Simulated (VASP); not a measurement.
# SiC: single point with PBE

Crystal: SiC.

```
Si C
1.0
     0.00000    2.17805    2.17805
     2.17805    0.00000    2.17805
     2.17805    2.17805    0.00000
Si C
1 1
Cartesian
  0.0000 0.0000 0.0000
  1.0890 1.0890 1.0890
```

| Item | Value |
| --- | --- |
| Program | VASP 6.6.1 |
| Task | single point |
| Functional | PBE |
| Potentials or basis | VASP PAW PBE potentials, release 64 (Si, C) |
| Cutoff | 520 eV |
| k mesh | 6 × 6 × 6 |
| Occupations | gaussian, width 0.01 eV |
| Spin | no spin polarisation |
| Dipole correction | no |
| Further INCAR settings | ALGO = Normal; EDIFF = 1e-06; NBANDS = 11 |

```json
{
 "Pressure": "3.5 GPa",
 "Band gap on the k mesh": "1.35 eV, indirect (least direct gap 4.54 eV)"
}
```

Levels at points of the mesh, in eV from the valence-band top:
| k point | band 2 | band 3 | band 4 | band 5 | band 6 | band 7 |
| --- | --- | --- | --- | --- | --- | --- |
| (0.00, 0.00, 0.00) | 0.00 | 0.00 | 0.00 | 6.25 | 7.31 | 7.31 |
| (0.50, 0.00, 0.00) | -8.55 | -1.05 | -1.05 | 5.44 | 7.23 | 7.23 |
| (0.50, 0.50, 0.00) | -7.80 | -3.19 | -3.19 | 1.35 | 4.32 | 14.05 |

Wall time 2 s on 1 thread of Intel Xeon 6975P-C, on a shared host, peak memory 0.13 GiB.

A k mesh can miss the band edges. PBE gaps usually lie below the measured ones, often by a third to a half.
